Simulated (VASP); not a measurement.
# Y3Si2F (P4mm) in VASP: a series of runs

Y3Si2F is run at these levels: PBE; tasks: single point, relaxation of cell and atoms.

Everything below comes from runs of VASP 6.6.1. Logs are shortened: lines on timing, memory, paths and dates and some standing lists are left out, and cuts for length are marked.

**1. The cell of the first run**

The structure is tetragonal, space group P4mm (No. 99). Conventional cell: a = 3.600 Å, b = 3.600 Å, c = 10.388 Å, α = 90.00°, β = 90.00°, γ = 90.00°. Y (site symmetry 4mm) has 4 F at 2.66 Å and 4 Si at 2.89 Å within 3.5 Å. Y (site symmetry 4mm) has 4 Si at 2.96 Å and 8 Y at 3.60 to 3.72 Å within 3.9 Å. Y (site symmetry 4mm) has 1 F at 2.29 Å within 3.0 Å. Within 3.4 Å of Si (site symmetry 2mm) lie 4 Si at 2.55 Å and 4 Y at 2.89 to 2.96 Å. Within 3.0 Å of F (site symmetry 4mm) lie 5 Y at 2.29 to 2.66 Å.

**2. Single point, PBE**

The input, INCAR:

```
SYSTEM = Y3Si2F
  PREC = Accurate
  ENCUT = 520
  EDIFF = 1E-6
  ISMEAR = 0
  SIGMA = 0.1
  LREAL = .False.
  LASPH = .True.
  NELM = 80
  ALGO = Normal
  ISIF = 2
  LWAVE = .False.
  LCHARG = .False.
  GGA = PE
  NBANDS = 33
```

The input, KPOINTS:

```
Automatic mesh
0
Gamma
  6 6 2
  0 0 0
```

The input, POSCAR:

```
Y3Si2F
1.0
    3.5997628127      0.0000000000      0.0000000000
    0.0000000000      3.5997628127      0.0000000000
    0.0000000000      0.0000000000     10.3880029119
Y Si F
3 2 1
Direct
    0.5000000000      0.5000000000      0.5350632678
    0.5000000000      0.5000000000      0.9785322012
    0.0000000000      0.0000000000      0.2392223625
    0.5000000000      0.0000000000      0.7525996818
    0.0000000000      0.5000000000      0.7525996818
    0.0000000000      0.0000000000      0.4595590949
```

Potentials or basis: VASP PAW PBE potentials, release 64 (Y_sv, Si, F).

Launch:

```console
$ cat potpaw_PBE.64/Y_sv/POTCAR potpaw_PBE.64/Si/POTCAR potpaw_PBE.64/F/POTCAR > POTCAR
$ mpirun -np 1 vasp_std > vasp.out
```

OUTCAR:

```text
SYSTEM = Y3Si2F
   PREC = Accurate
   ENCUT = 520
   EDIFF = 1E-6
   ISMEAR = 0
   LREAL = .False.
   LASPH = .True.
   NELM = 80
   ISIF = 2
   GGA = PE

 ion  position               nearest neighbor table
   1  0.500  0.500  0.535-   6 2.66   6 2.66   6 2.66   6 2.66   5 2.89   5 2.89   4 2.89   4 2.89
                             3 3.99   3 3.99   3 3.99   3 3.99
   2  0.500  0.500  0.979-   4 2.96   5 2.96   4 2.96   5 2.96   3 3.72   3 3.72   3 3.72   3 3.72

   3  0.000  0.000  0.239-   6 2.29   2 3.72   2 3.72   2 3.72   2 3.72   1 3.99   1 3.99   1 3.99
                             1 3.99
   4  0.500  0.000  0.753-   5 2.55   5 2.55   5 2.55   5 2.55   1 2.89   1 2.89   2 2.96   2 2.96

   5  0.000  0.500  0.753-   4 2.55   4 2.55   4 2.55   4 2.55   1 2.89   1 2.89   2 2.96   2 2.96

   6  0.000  0.000  0.460-   3 2.29   1 2.66   1 2.66   1 2.66   1 2.66

  LATTYP: Found a simple tetragonal cell.
 ALAT       =     3.5997628127
 C/A-ratio  =     2.8857464929

  Lattice vectors:

 A1 = (   3.5997628127,   0.0000000000,   0.0000000000)
 A2 = (   0.0000000000,   3.5997628127,   0.0000000000)
 A3 = (   0.0000000000,   0.0000000000,  10.3880029119)

Analysis of symmetry for initial positions (statically):
=====================================================================
 Subroutine PRICEL returns:
 Original cell was already a primitive cell.

 Routine SETGRP: Setting up the symmetry group for a
 simple tetragonal supercell.

 Subroutine GETGRP returns: Found  8 space group operations
 (whereof  8 operations were pure point group operations)
 out of a pool of 16 trial point group operations.

The static configuration has the point symmetry C_4v.

Analysis of symmetry for dynamics (positions and initial velocities):
=====================================================================
 Subroutine PRICEL returns:
 Original cell was already a primitive cell.

 Routine SETGRP: Setting up the symmetry group for a
 simple tetragonal supercell.

 Subroutine GETGRP returns: Found  8 space group operations
 (whereof  8 operations were pure point group operations)
 out of a pool of 16 trial point group operations.

The dynamic configuration has the point symmetry C_4v.

 Subroutine INISYM returns: Found  8 space group operations
 (whereof  8 operations are pure point group operations),
 and found     1 'primitive' translations

[... 98 lines left out ...]
   LREAL  =      F    real-space projection
   EDIFFG = 0.1E-04   stopping-criterion for IOM
   NSW    =      0    number of steps for IOM
   IBRION =     -1    ionic relax: 0-MD 1-quasi-New 2-CG
   NFREE  =      0    steps in history (QN), initial steepest desc. (CG)
   ISIF   =      2    stress and relaxation
   ISYM   =      2    0-nonsym 1-usesym 2-fastsym
   POTIM  = 0.5000    time-step for ionic-motion
   TEBEG  =    0.0;   TEEND  =   0.0 temperature during run
   PSTRESS=    0.0 pullay stress
   NELECT =      48.0000    total number of electrons
   NUPDOWN=      -1.0000    fix difference up-down
   EMIN   =  10.00;   EMAX   =-10.00  energy-range for DOS
   EFERMI =   0.00;   METHOD = LEGACY
   ISMEAR =     0;   SIGMA  =   0.10  broadening in eV -4-tet -1-fermi 0-gaus
   EFERMI_NEDOS =   21; number of points for ismear=-14 and -15
   IALGO  =     38    algorithm
   IMIX   =      4    mixing-type and parameters
     AMIX     =   0.40;   BMIX     =  1.00
     AMIX_MAG =   1.60;   BMIX_MAG =  1.00
  volume/ion in A,a.u.               =      22.44       151.40
  Fermi-wavevector in a.u.,A,eV,Ry     =   1.160901  2.193785 18.336461  1.347692
  Thomas-Fermi vector in A             =   2.297479
   LORBIT       =      0    0 simple, 1 ext, 2 COOP (PROOUT), +10 PAW based schemes
   GGA     = PE    functional components
   LHFCALC =     F    Hartree Fock is set to
   AEXX    =    0.0000 exact exchange contribution
   IVDW    =     0    specifies the selected vdW correction
   LEPSILON=     F    determine dielectric tensor
   LRPA    =     F    only Hartree local field effects (RPA)
 non-spin polarized calculation
 Gauss-broadening in eV      SIGMA  =   0.10
  energy-cutoff  :      520.00
  volume of cell :      134.61
 maximum number of plane-waves:      3650
 NGX is ok and might be reduce to    28
   NGX = 13   NGY = 13   NGZ = 39

 number of electron      48.0000007 magnetization

 Free energy of the ion-electron system (eV)
  ---------------------------------------------------
  ext. energy  EPLUGINS =         0.00000000
  ---------------------------------------------------
  free energy    TOTEN  =       -37.75018772 eV

  energy without entropy =      -37.72659946  energy(sigma->0) =      -37.73839359

 E-fermi :   4.6396     XC(G=0):  -9.8419

 val. band max:        4.6275750065   @ k =   0.5000   0.3333   0.5000
 cond. band min:       4.6422146385   @ k =   0.3333   0.1667   0.0000
 fundamental gap:      0.0146396320
 Fermi energy:         4.6395539739

 k-point     1 :       0.0000    0.0000    0.0000
  band No.  band energies     occupation
      1     -38.5088      2.00000
      2     -38.4283      2.00000
      3     -37.8103      2.00000
      4     -21.3971      2.00000
      5     -18.4439      2.00000
      6     -18.3442      2.00000
[... 709 lines left out ...]
     32       8.7021      0.00000
     33       8.7637      0.00000

------------------------ aborting loop because EDIFF is reached ----------------------------------------

  FORCE on cell =-STRESS in cart. coord.  units (eV):
  Direction    XX          YY          ZZ          XY          YZ          ZX
  --------------------------------------------------------------------------------------
  -------------------------------------------------------------------------------------
  Total       -0.1189990     -0.1189990     -0.0763977      0.0000000      0.0000000      0.0000000
  in kB       -1.4163615     -1.4163615     -0.9093080      0.0000000      0.0000000      0.0000000
  external PRESSURE =      -1.2473437 kB  Pullay stress =       0.0000000 kB

 VOLUME and BASIS-vectors are now :
 -----------------------------------------------------------------------------
  energy-cutoff  :      520.00
  volume of cell :      134.61
      direct lattice vectors                 reciprocal lattice vectors
     3.599762813  0.000000000  0.000000000     0.277796080  0.000000000  0.000000000
     0.000000000  3.599762813  0.000000000     0.000000000  0.277796080  0.000000000
     0.000000000  0.000000000 10.388002912     0.000000000  0.000000000  0.096264894

 POSITION                                       TOTAL-FORCE (eV/Angst)
 -----------------------------------------------------------------------------------
      1.79988      1.79988      5.55824         0.000000      0.000000      0.003936
      1.79988      1.79988     10.16500         0.000000     -0.000000      0.003731
      0.00000      0.00000      2.48504        -0.000000     -0.000000     -0.035093
      1.79988      0.00000      7.81801         0.000000     -0.000000      0.000215
      0.00000      1.79988      7.81801         0.000000      0.000000      0.000215
      0.00000      0.00000      4.77390         0.000000     -0.000000      0.026995
 -----------------------------------------------------------------------------------
    total drift:                                0.000000      0.000000      0.000048

  FREE ENERGIE OF THE ION-ELECTRON SYSTEM (eV)
  ---------------------------------------------------
  free  energy   TOTEN  =       -37.7501877165 eV

  energy  without entropy=      -37.7265994584  energy(sigma->0) =      -37.73839359
```

Run time: 71 s. Hardware: 1 thread of Intel Xeon Platinum 8488C (Sapphire Rapids), shared host; peak memory 0.29 GiB.

What came out:

- Free energy: -37.7502 eV
- Pressure: -0.1 GPa
- Largest force: 0.035 eV/Å
- Band gap on the k mesh: zero (band 24 reaches 4.78 eV, above the bottom of band 25 at 4.42 eV)

Forces in eV/Å, atoms in the order of the input:
```
Y    0.000  0.000  0.004
Y    0.000  0.000  0.004
Y    0.000  0.000 -0.035
Si   0.000  0.000  0.000
Si   0.000  0.000  0.000
F    0.000  0.000  0.027
```

Levels at points of the mesh, in eV from the Fermi level:
```csv
k point,band 20,band 21,band 22,band 23,band 24,band 25,band 26,band 27,band 28,band 29
"(0.00, 0.00, 0.00)",-2.08,-1.97,-1.97,-1.27,-0.63,-0.04,0.53,1.36,2.04,2.14
"(0.50, 0.00, 0.00)",-2.12,-1.30,-0.56,-0.19,-0.09,0.49,0.64,0.75,1.58,2.01
"(0.50, 0.50, 0.00)",-4.93,-1.39,-1.39,-1.13,-0.56,0.37,0.37,1.49,1.50,2.00
"(0.00, 0.00, 0.50)",-2.06,-1.97,-1.97,-1.56,-0.82,0.29,0.51,0.92,1.94,2.40
"(0.50, 0.00, 0.50)",-2.16,-1.23,-0.42,-0.24,-0.08,0.34,0.59,0.76,1.79,1.90
"(0.50, 0.50, 0.50)",-4.92,-1.34,-1.34,-1.27,-0.70,0.17,0.17,1.83,2.29,2.39
```

**3. Single point, PBE**

The input, INCAR:

```
  PREC = Accurate
  ENCUT = 520
  EDIFF = 1E-6
  ISMEAR = 0
  SIGMA = 0.1
  LREAL = F
  LASPH = T
  NELM = 80
  ALGO = Normal
  ISIF = 2
  LWAVE = F
  LCHARG = F
  GGA = PE
  NBANDS = 33
```

The input, KPOINTS:

```
regular mesh
0
Gamma
  10 10 4
```

The input, POSCAR:

```
Y3Si2F
1.0
    3.5970581330      0.0000000000      0.0000000000
    0.0000000000      3.5970581330      0.0000000000
    0.0000000000      0.0000000000     10.3980037139
Y Si F
3 2 1
Direct
    0.5000000000      0.5000000000      0.5345753047
    0.5000000000      0.5000000000      0.9788673800
    0.0000000000      0.0000000000      0.2391326831
    0.5000000000      0.0000000000      0.7526210842
    0.0000000000      0.5000000000      0.7526210842
    0.0000000000      0.0000000000      0.4597587539
```

Potentials or basis: VASP PAW PBE potentials, release 64 (Y_sv, Si, F).

Launch:

```console
$ cat potpaw_PBE.64/Y_sv/POTCAR potpaw_PBE.64/Si/POTCAR potpaw_PBE.64/F/POTCAR > POTCAR
$ mpirun -np 1 vasp_std > vasp.out
```

Wall time 2.5 min (1 thread of Intel Xeon 6975P-C (Granite Rapids), shared host); peak memory 0.4 GiB.

The run converged. Its results:

| Item | Value |
| --- | --- |
| Free energy | -37.7653 eV |
| Pressure | -0.1 GPa |
| Largest force | 0.019 eV/Å |
| Band gap on the k mesh | zero (band 24 reaches 4.89 eV, above the bottom of band 25 at 4.39 eV) |

Forces on the atoms (eV/Å):
```
Y    0.000  0.000  0.012
Y    0.000  0.000  0.007
Y    0.000  0.000 -0.019
Si   0.000  0.000 -0.004
Si   0.000  0.000 -0.004
F    0.000  0.000  0.008
```

Levels at points of the mesh, in eV from the Fermi level:
```csv
k point,band 21,band 22,band 23,band 24,band 25,band 26,band 27,band 28
"(0.00, 0.00, 0.00)",-1.94,-1.94,-1.26,-0.61,-0.03,0.53,1.36,2.05
"(0.50, 0.00, 0.00)",-1.28,-0.54,-0.18,-0.07,0.50,0.65,0.79,1.58
"(0.50, 0.50, 0.00)",-1.38,-1.38,-1.12,-0.55,0.38,0.38,1.48,1.50
"(0.00, 0.00, 0.50)",-1.94,-1.94,-1.56,-0.81,0.30,0.52,0.92,1.94
"(0.50, 0.00, 0.50)",-1.22,-0.41,-0.24,-0.05,0.36,0.60,0.80,1.78
"(0.50, 0.50, 0.50)",-1.33,-1.33,-1.26,-0.69,0.18,0.18,1.84,2.28
```

**4. Relaxation of cell and atoms, PBE**

This run uses another cell than the first one, of 19.53 Å³/atom, 0.871 times its volume.

The input, INCAR:

```
  ALGO = Normal
  EDIFF = 1E-7
  EDIFFG = -0.04
  ENCUT = 600
  GGA = PE
  IBRION = 2
  ISIF = 3
  ISMEAR = 0
  LASPH = T
  LCHARG = F
  LREAL = F
  LWAVE = F
  NELM = 100
  NSW = 90
  PREC = Accurate
  SIGMA = 0.1
```

The input, KPOINTS:

```
k-points
0
Gamma
  4 4 4
```

The input, POSCAR:

```
Y3Si2F
1.0
    4.0564168500      0.0000000000      0.0000000000
    0.0000000000      4.0564168500      0.0000000000
    0.0000000000      0.0000000000      7.1224207500
Y Si F
3 2 1
Direct
    0.5000000000      0.5000000000      0.4477076400
    0.5000000000      0.5000000000      0.8445648500
    0.0000000000      0.0000000000      0.2042878200
    0.5000000000      0.0000000000      0.7863952400
    0.0000000000      0.5000000000      0.7863952400
    0.0000000000      0.0000000000      0.6482255000
```

Potentials or basis: VASP PAW PBE potentials, release 64 (Y_sv, Si, F).

Launch:

```console
$ cat potpaw_PBE.64/Y_sv/POTCAR potpaw_PBE.64/Si/POTCAR potpaw_PBE.64/F/POTCAR > POTCAR
$ mpirun -np 1 vasp_std > vasp.out
```

OUTCAR:

```text
EDIFF = 1E-7
   EDIFFG = -0.04
   ENCUT = 600
   GGA = PE
   IBRION = 2
   ISIF = 3
   ISMEAR = 0
   LASPH = T
   LREAL = F
   NELM = 100
   NSW = 90
   PREC = Accurate

 ion  position               nearest neighbor table
   1  0.500  0.500  0.448-   2 2.83   4 3.15   5 3.15   4 3.15   5 3.15   3 3.35   3 3.35   3 3.35
                             3 3.35   2 4.30
   2  0.500  0.500  0.845-   4 2.07   5 2.07   4 2.07   5 2.07   1 2.83   3 3.85   3 3.85   3 3.85
                             3 3.85   1 4.30
   3  0.000  0.000  0.204-   1 3.35   1 3.35   1 3.35   1 3.35   5 3.60   5 3.60   4 3.60   4 3.60
                             2 3.85   2 3.85   2 3.85   2 3.85
   4  0.500  0.000  0.786-   2 2.07   2 2.07   6 2.25   6 2.25   5 2.87   5 2.87   5 2.87   5 2.87
                             1 3.15   1 3.15   3 3.60   3 3.60
   5  0.000  0.500  0.786-   2 2.07   2 2.07   6 2.25   6 2.25   4 2.87   4 2.87   4 2.87   4 2.87
                             1 3.15   1 3.15   3 3.60   3 3.60
   6  0.000  0.000  0.648-   4 2.25   5 2.25   5 2.25   4 2.25

  LATTYP: Found a simple tetragonal cell.
[... 191 lines left out ...]
 fundamental gap:      0.0313068326
 Fermi energy:         5.1392542082
[... 1237 lines left out ...]
     27       5.6828      0.00000
     28       5.6828      0.00000

[... ionic steps 4 to 34 ...]

--------------------------------------- Ionic step       35  -------------------------------------------

 number of electron      48.0000016 magnetization

------------------------ aborting loop because EDIFF is reached ----------------------------------------
[... 75 lines left out ...]
--------------------------------------- Ionic step       37  -------------------------------------------

 number of electron      48.0000019 magnetization

 Free energy of the ion-electron system (eV)
  ---------------------------------------------------
  ext. energy  EPLUGINS =         0.00000000
  ---------------------------------------------------
  free energy    TOTEN  =       -36.89135846 eV

  energy without entropy =      -36.86707199  energy(sigma->0) =      -36.87921523

 E-fermi :   4.3330     XC(G=0):  -9.7786

 val. band max:        4.3048391534   @ k =   0.5000   0.0000   0.2500
 cond. band min:       4.3368788917   @ k =   0.2500   0.0000   0.5000
 fundamental gap:      0.0320397383
 Fermi energy:         4.3329835843
[... 589 lines left out ...]
  FREE ENERGIE OF THE ION-ELECTRON SYSTEM (eV)
  ---------------------------------------------------
  free  energy   TOTEN  =       -36.8913584605 eV

  energy  without entropy=      -36.8670719942  energy(sigma->0) =      -36.87921523

 reached required accuracy - stopping structural energy minimisation
```

Run time: 20 min. Hardware: 1 thread of Intel Xeon 6975P-C (Granite Rapids), shared host; peak memory 0.31 GiB.

What came out:

```yaml
Free_energy: -36.8914 eV
Relaxed_volume: 22.73 Å³/atom
Relaxed_cell: a = 4.069 Å, b = 4.069 Å, c = 8.237 Å, α = 90.00°, β = 90.00°, γ = 90.00°
Space_group_after_relaxing_to_0.05_Å: P4mm (No. 99)
Energy_gained_by_relaxing: 2586.5 meV/atom
Ionic_steps: 37
Pressure_after_relaxing: -0.1 GPa
Largest_force_after_relaxing: 0.040 eV/Å
Band_gap_on_the_k_mesh: zero (band 24 reaches 4.61 eV, above the bottom of band 25 at 4.18 eV)
```

Forces on the atoms (eV/Å):
```
Y    0.000  0.000  0.014
Y    0.000  0.000 -0.037
Y    0.000  0.000  0.040
Si   0.000  0.000  0.002
Si   0.000  0.000  0.002
F    0.000  0.000 -0.021
```

Step by step:
```
step  energy change (eV)  largest force (eV/Å)  pressure (GPa)  volume (Å³)
   1              0.0000                9.3420           37.89       117.20
   2             -9.4376                1.3220           -9.47       209.70
   3            -10.2302                3.2952           -4.38       181.51
   4            -11.5774                2.7737           -3.96       168.11
   5            -12.3874                1.2994            5.67       130.42
   6            -12.7374                1.5018            0.06       144.77
   7            -12.7747                1.5080            1.10       141.13
   8            -13.0069                1.5894           -0.48       143.55
   9            -13.1505                1.5113           -1.96       146.67
  10            -13.2986                1.3638           -1.42       145.83
  11            -13.6096                1.4149            1.15       143.20
  12            -13.8450                1.6068            1.32       143.39
  13            -14.4537                2.6020            1.75       143.38
  14            -14.5671                6.9923            4.48       140.83
  15            -14.7116                5.3209            3.31       142.04
  16            -14.8828                4.5406            2.22       142.73
  17            -15.1875                2.6401           -0.41       144.43
  18            -15.0386                1.4938           -3.16       146.29
  19            -15.2263                1.6888           -1.62       145.32
  20            -15.2268                1.7958           -1.48       145.23
  21            -15.2773                1.5980           -1.43       144.53
  22            -15.3920                1.0877           -1.13       142.42
  23            -15.4610                0.3617           -0.03       138.22
  24            -15.4641                0.4646           -0.26       138.91
  25            -15.4731                0.3669           -0.42       138.87
  26            -15.4908                0.2591           -0.88       138.73
  27            -15.4869                0.4418           -1.69       138.39
  28            -15.4954                0.3293           -1.24       138.60
  29            -15.5051                0.2763           -0.86       137.51
  30            -15.5151                0.1586           -0.01       135.19
  31            -15.5153                0.1406            0.13       134.84
  32            -15.5161                0.1189            0.13       134.98
  33            -15.5175                0.0553            0.14       135.38
  34            -15.5176                0.0658            0.15       135.53
  35            -15.5183                0.0750           -0.04       136.01
  36            -15.5184                0.0813           -0.16       136.33
  37            -15.5191                0.0397           -0.11       136.36
```

Final structure:
```
Y Si F
1.0
     4.06867    0.00000    0.00000
     0.00000    4.06867    0.00000
     0.00000    0.00000    8.23704
Y Si F
3 2 1
Cartesian
  2.0343 2.0343 4.3243
  2.0343 2.0343 0.0824
  0.0000 0.0000 1.5280
  2.0343 0.0000 6.4031
  0.0000 2.0343 6.4031
  0.0000 0.0000 3.6440
```

Caveat: the k points lie up to 0.39 Å⁻¹ apart in the final cell; the volume moved by over 15 % at a fixed basis, so the end points are rough.

(Continued in part 2 of 2.)
